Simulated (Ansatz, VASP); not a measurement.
This is a calculation of NiO for Ansatz 0.2.0.

Contents of input.yaml:

```yaml
crystal:
  lattice:
    - [0.0, 2.09130951, 2.09130951]
    - [2.09130951, 0.0, 2.09130951]
    - [2.09130951, 2.09130951, 0.0]
  atoms:
    - { symbol: Ni, position: [0.0, 0.0, 0.0], spin: 1.2 }
    - { symbol: O, position: [0.5, 0.5, 0.5] }
hamiltonian:
  xc: pbe
  pseudopotentials: { kind: paw }
magnetization:
  spin_polarized: true
  initial_magnetization: 1.2
  spin_locking: { lock_magnetization: hard }
kpoints:
  mp_grid: { grid: [9, 9, 9] }
scf:
  occupations: { method: fermi_dirac, width: 0.05 }
  lower_state_search: "off"
output:
  forces: true
  stress: true
  eigenvalues: true
```

Potentials or basis: Ansatz PAW.

Run with:

```bash
$ ansatz run input.yaml --threads 2 --pin off --max-ram 5632MiB --backend cpu --events-out ev --progress --plain --runs-dir out
```

Question: Set up the same calculation for VASP 6.6.1. Potentials there: VASP PAW PBE potentials, release 64 (Ni, O).

Answer: As run (the cutoff follows the program's own potentials):

Contents of INCAR:

```
SYSTEM = NiO
ALGO = Normal
EDIFF = 1E-7
ENCUT = 520
GGA = PE
ISIF = 2
ISMEAR = -1
ISPIN = 2
LASPH = .TRUE.
LCHARG = .FALSE.
LMAXMIX = 4
LORBIT = 11
LREAL = .FALSE.
LWAVE = .FALSE.
MAGMOM = 1.2 0
NBANDS = 19
NELM = 150
NUPDOWN = 1.2
PREC = Accurate
SIGMA = 0.05
```

The input KPOINTS:

```
k-points
0
G
  9 9 9
  0 0 0
```

The input POSCAR:

```
NiO
1.0
    0.0000000000      2.0913095100      2.0913095100
    2.0913095100      0.0000000000      2.0913095100
    2.0913095100      2.0913095100      0.0000000000
Ni O
1 1
Direct
    0.0000000000      0.0000000000      0.0000000000
    0.5000000000      0.5000000000      0.5000000000
```

Potentials or basis: VASP PAW PBE potentials, release 64 (Ni, O).

The run is started by

```console
$ cat potpaw_PBE.64/Ni/POTCAR potpaw_PBE.64/O/POTCAR > POTCAR
$ mpirun -np 1 vasp_std > vasp.out
```

Both were run:

|  | VASP | Ansatz | Ansatz less VASP |
| --- | --- | --- | --- |
| pressure (GPa) | -0.1 | -0.1 | -0.03 |
| net moment per atom (μB) | 0.60 | 0.60 | 0.000 |
| size of the moment on the site where the two differ most (μB) | 1.02 | 1.00 | -0.021 |

Site moments also hang on the region over which each program counts them. The functional is the same, so the differences come from potentials, cutoffs and numerics. VASP's potentials hold 16 valence electrons a cell and Ansatz's 24, so a difference there can come from the potentials and not from the codes.
